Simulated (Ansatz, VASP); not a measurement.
SrO: VASP beside Ansatz

```
Sr O
1.0
     0.00000    2.53218    2.53218
     2.53218    0.00000    2.53218
     2.53218    2.53218    0.00000
Sr O
1 1
Direct
  0.00000 0.00000 0.00000
  0.50000 0.50000 0.50000
```

Alike in both runs: functional LDA; k mesh 6 × 6 × 6; occupations gaussian, width 0.02 eV; no spin polarisation.

Ansatz relaxed the structure, and its values are those at the end. VASP's run is a single point on that final structure, the one shown.

|  | VASP | Ansatz |
| --- | --- | --- |
| version | VASP 6.6.1 | Ansatz 0.2.0 |
| potentials or method | VASP PAW LDA potentials, release 64 (Sr_sv, O), cutoff 600 eV | scalar-relativistic, plane waves, PAW |
| valence electrons in the cell | 16 | 16 |

Ansatz gave:

```
gap on the k mesh at the Fermi level (eV) : 3.12
least direct gap on the mesh (eV)         : 3.16
pressure (GPa)                            : 0.0
```

Q: Which values does VASP return?

A: gap on the k mesh at the Fermi level (eV): 3.06; least direct gap on the mesh (eV): 3.11; pressure (GPa): 0.7.

LDA's correlation is that of Perdew and Zunger in VASP and of Perdew and Wang (1992) in Ansatz.
